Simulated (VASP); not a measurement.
# Zn2Bi (P6/mmm) in VASP: further runs, part 2 of 2

VASP 6.6.1. Earlier steps stand in the parts before.

**4. Relaxation of cell and atoms, PBE**

INCAR reads:

```
SYSTEM = Zn2Bi
PREC = Accurate ; ENCUT = 600
EDIFF = 1E-7 ; ISMEAR = 0
SIGMA = 0.1 ; LREAL = .FALSE.
LASPH = .TRUE. ; NELM = 60
ALGO = Fast ; ISIF = 3
LWAVE = .FALSE. ; LCHARG = .FALSE.
GGA = PE ; IBRION = 2
NSW = 90 ; EDIFFG = -0.04
```

KPOINTS reads:

```
Automatic mesh
0
G
  6 6 6
  0 0 0
```

POSCAR reads:

```
Zn2Bi
1.0
    4.7650872604      0.0000000000      0.0000000000
   -2.3825436302      4.1266866189      0.0000000000
    0.0000000000      0.0000000000      3.0291209435
Zn Bi
2 1
Direct
    0.3333333333      0.6666666667      0.5000000000
    0.6666666667      0.3333333333      0.5000000000
    0.0000000000      0.0000000000      0.0000000000
```

Started as:

```
cat potpaw_PBE.64/Zn/POTCAR potpaw_PBE.64/Bi_d/POTCAR > POTCAR
mpirun -np 1 vasp_std > vasp.out
```

Run time: 5 min. Hardware: 1 thread of AMD EPYC 7R43 (Zen 3), shared host; peak memory 0.18 GiB.

Results (log left out):

```
Free energy                           : -5.4581 eV
Relaxed volume                        : 22.45 Å³/atom
Relaxed cell                          : a = 5.038 Å, b = 5.038 Å, c = 3.064 Å, α = 90.00°, β = 90.00°, γ = 120.00°
Space group after relaxing (to 0.1 Å) : P6/mmm (No. 191)
Energy gained by relaxing             : 61.8 meV/atom
Ionic steps                           : 5
Pressure after relaxing               : -0.2 GPa
Band gap on the k mesh                : zero (an odd number of electrons rules out a gap without spin polarisation)
```

Stress tensor (GPa, compression positive):
```
-0.09  0.00  0.00
 0.00 -0.09  0.00
 0.00  0.00 -0.28
```

The path:
| step | energy change (eV) | largest force (eV/Å) | pressure (GPa) | volume (Å³) |
| --- | --- | --- | --- | --- |
| 1 | 0.0000 | 0.0000 | 7.80 | 59.56 |
| 2 | -0.1677 | 0.0000 | -0.90 | 68.28 |
| 3 | -0.1699 | 0.0000 | -0.18 | 67.24 |
| 4 | -0.1832 | 0.0000 | -0.19 | 67.31 |
| 5 | -0.1854 | 0.0000 | -0.15 | 67.34 |

Final structure:
```yaml
crystal:
  lattice:
    - [5.03754, 0.00000, 0.00000]
    - [-2.51877, 4.36264, 0.00000]
    - [0.00000, 0.00000, 3.06420]
  atoms:
    - { symbol: Zn, position: [0.33333, 0.66667, 0.50000] }
    - { symbol: Zn, position: [0.66667, 0.33333, 0.50000] }
    - { symbol: Bi, position: [0.00000, 0.00000, 0.00000] }
```

Levels at points of the mesh, in eV from the Fermi level:
| k point | band 17 | band 18 | band 19 | band 20 | band 21 | band 22 |
| --- | --- | --- | --- | --- | --- | --- |
| (0.00, 0.00, 0.00) | -4.78 | -2.45 | -2.45 | -0.77 | -0.10 | -0.10 |
| (0.50, 0.00, 0.00) | -6.75 | -3.99 | -3.60 | 2.82 | 3.96 | 4.53 |
| (0.00, 0.00, 0.50) | -5.79 | -0.26 | -0.08 | 0.48 | 0.48 | 2.53 |
| (0.50, 0.00, 0.50) | -5.15 | -2.92 | -2.76 | 0.02 | 0.12 | 0.84 |

Caveat: spin-orbit coupling is left out, which moves the levels of the heavy elements.

**5. Single point, PBE**

This run uses another cell than the first one, of 21.98 Å³/atom.

INCAR reads:

```
SYSTEM = Zn2Bi
PREC = Accurate ; ENCUT = 520
EDIFF = 1E-6 ; ISMEAR = 0
SIGMA = 0.1 ; LREAL = .False.
LASPH = .True. ; NELM = 80
ALGO = Fast ; ISIF = 2
LWAVE = .False. ; LCHARG = .False.
GGA = PE ; NBANDS = 26
```

KPOINTS reads:

```
regular mesh
0
Gamma
  12 12 16
  0 0 0
```

POSCAR reads:

```
Zn2Bi
1.0
    4.3914701632      0.0000000000      0.0000000000
   -2.1957350816      3.8031247213      0.0000000000
    0.0000000000      0.0000000000      3.9485311877
Zn Bi
2 1
Direct
    0.3333333333      0.6666666667      0.5000000000
    0.6666666667      0.3333333333      0.5000000000
    0.0000000000      0.0000000000      0.0000000000
```

Started as:

```
cat potpaw_PBE.64/Zn/POTCAR potpaw_PBE.64/Bi_d/POTCAR > POTCAR
mpirun -np 1 vasp_std > vasp.out
```

It took 7.7 min on 1 thread of AMD EPYC 7R43 (Zen 3), shared host; peak memory 0.35 GiB.

It converged, with:

* Free energy: -5.6481 eV
* Pressure: 0.1 GPa
* Band gap on the k mesh: zero (an odd number of electrons rules out a gap without spin polarisation)

Stress tensor (GPa, compression positive):
```
0.14 0.00 0.00
0.00 0.14 0.00
0.00 0.00 0.07
```

Levels at points of the mesh, in eV from the Fermi level:
```tsv
k point	band 15	band 16	band 17	band 18	band 19	band 20	band 21	band 22	band 23	band 24
(0.00, 0.00, 0.00)	-7.07	-7.07	-3.60	-1.05	-0.23	-0.23	1.75	1.75	2.70	4.33
(0.50, 0.00, 0.00)	-7.02	-6.91	-6.21	-2.48	-2.15	1.00	3.17	3.61	3.85	5.66
(0.00, 0.00, 0.50)	-7.12	-7.00	-6.72	0.95	0.95	1.53	2.34	2.65	2.65	4.59
(0.50, 0.00, 0.50)	-6.92	-6.91	-4.95	-4.20	-3.62	0.15	0.66	1.08	2.00	9.17
```

Caveat: spin-orbit coupling is left out, which moves the levels of the heavy elements.

**6. Relaxation of cell and atoms, PBE**

This run uses another cell than the first one, of 22.38 Å³/atom.

INCAR reads:

```
PREC     = Accurate       # precision mode
ENCUT    = 600            # plane-wave cutoff, eV
EDIFF    = 1E-7           # SCF threshold, eV
ISMEAR   = 0              # smearing method
SIGMA    = 0.1            # smearing width, eV
LREAL    = F              # projectors in reciprocal space
LASPH    = T              # aspherical terms in the spheres
NELM     = 100            # most SCF steps
ALGO     = Fast           # electronic algorithm
ISIF     = 3              # what is computed and relaxed
LWAVE    = F              # write WAVECAR
LCHARG   = F              # write CHGCAR
GGA      = PE             # functional
IBRION   = 2              # ionic algorithm
NSW      = 100            # ionic steps
EDIFFG   = -0.01          # ionic threshold
```

KPOINTS reads:

```
regular mesh
0
Gamma
  12 12 16
```

POSCAR reads:

```
Zn2Bi
1.0
    5.0349310903      0.0000000000      0.0000000000
   -2.5174655451      4.3603782305      0.0000000000
    0.0000000000      0.0000000000      3.0579985240
Zn Bi
2 1
Direct
    0.3333333333      0.6666666667      0.5000000000
    0.6666666667      0.3333333333      0.5000000000
    0.0000000000      0.0000000000      0.0000000000
```

Potentials or basis: VASP PAW PBE potentials, release 64 (Zn, Bi_d).

Started as:

```
cat potpaw_PBE.64/Zn/POTCAR potpaw_PBE.64/Bi_d/POTCAR > POTCAR
mpirun -np 1 vasp_std > vasp.out
```

It took 51 min on 1 thread of AMD EPYC 7R43 (Zen 3), shared host; peak memory 0.4 GiB.

It converged, with:

| Item | Value |
| --- | --- |
| Free energy | -5.6430 eV |
| Relaxed volume | 21.99 Å³/atom |
| Relaxed cell | a = 4.399 Å, b = 4.399 Å, c = 3.938 Å, α = 90.00°, β = 90.00°, γ = 120.00° |
| Space group after relaxing (to 0.1 Å) | P6/mmm (No. 191) |
| Energy gained by relaxing | 121.2 meV/atom |
| Ionic steps | 9 |
| Pressure after relaxing | 0.0 GPa |
| Band gap on the k mesh | zero (an odd number of electrons rules out a gap without spin polarisation) |

Stress tensor (GPa, compression positive):
```
 0.07  0.00  0.00
 0.00  0.07  0.00
 0.00  0.00 -0.01
```

Step by step:
| step | energy change (eV) | largest force (eV/Å) | pressure (GPa) | volume (Å³) |
| --- | --- | --- | --- | --- |
| 1 | 0.0000 | 0.0000 | 0.50 | 67.14 |
| 2 | -0.0889 | 0.0000 | -0.63 | 67.76 |
| 3 | -0.1922 | 0.0000 | -2.09 | 68.77 |
| 4 | -0.3267 | 0.0000 | -2.57 | 69.36 |
| 5 | -0.2800 | 0.0000 | 4.94 | 61.67 |
| 6 | -0.3635 | 0.0000 | -0.12 | 66.17 |
| 7 | -0.3635 | 0.0000 | -0.06 | 66.10 |
| 8 | -0.3635 | 0.0000 | -0.01 | 66.04 |
| 9 | -0.3635 | 0.0000 | 0.04 | 65.98 |

Final structure:
```
CELL_PARAMETERS angstrom
4.39859 0.00000 0.00000
-2.19929 3.80929 0.00000
0.00000 0.00000 3.93808
ATOMIC_POSITIONS crystal
Zn 0.33333 0.66667 0.50000
Zn 0.66667 0.33333 0.50000
Bi 0.00000 0.00000 0.00000
```

Levels at points of the mesh, in eV from the Fermi level:
```
           k point  band 16  band 17  band 18  band 19  band 20  band 21  band 22  band 23
(0.00, 0.00, 0.00)    -7.07    -3.60    -1.00    -0.26    -0.26     1.72     1.72     2.66
(0.50, 0.00, 0.00)    -6.92    -6.21    -2.50    -2.16     1.02     3.21     3.86     5.67
(0.00, 0.00, 0.50)    -7.00    -6.71     0.94     0.94     1.50     2.30     2.63     2.63
(0.50, 0.00, 0.50)    -6.92    -4.95    -4.19    -3.61     0.14     0.66     1.06     1.98
```

Caveat: a cell axis changed by over 15 % at a fixed basis, so the end point is rough; spin-orbit coupling is left out, which moves the levels of the heavy elements.

**7. Overview**

```tsv
task	cell	k mesh	cutoff (eV)	gap on the mesh (eV)	pressure (GPa)	relaxed volume (Å³/atom)
single point	a = 4.765, b = 4.765, c = 3.029 Å, angles 90.0, 90.0, 120.0°, 3 atoms	6 × 6 × 6	520	none	7.8	-
single point	a = 5.035, b = 5.035, c = 3.058 Å, angles 90.0, 90.0, 120.0°, 3 atoms	6 × 6 × 6	520	none	0.0	-
relaxation of cell and atoms	relaxed from a = 4.765, b = 4.765, c = 3.029 Å, angles 90.0, 90.0, 120.0°, 3 atoms	6 × 6 × 6	600	none	-0.2	22.45
single point	a = 4.391, b = 4.391, c = 3.949 Å, angles 90.0, 90.0, 120.0°, 3 atoms	12 × 12 × 16	520	none	0.1	-
relaxation of cell and atoms	relaxed from a = 5.035, b = 5.035, c = 3.058 Å, angles 90.0, 90.0, 120.0°, 3 atoms	12 × 12 × 16	600	none	0.0	21.99
```

Alike in all rows: level PBE; potentials or basis VASP PAW PBE potentials, release 64 (Zn, Bi_d); no spin polarisation; smearing gaussian 0.1 eV.

Caveats: spin-orbit coupling is left out, which moves the levels of the heavy elements; the cell stands under pressure (at least some runs); a cell axis changed by over 15 % at a fixed basis, so the end point is rough (at least some runs).

Total energies depend on the potentials used, so only differences within one code and one set of settings carry meaning.
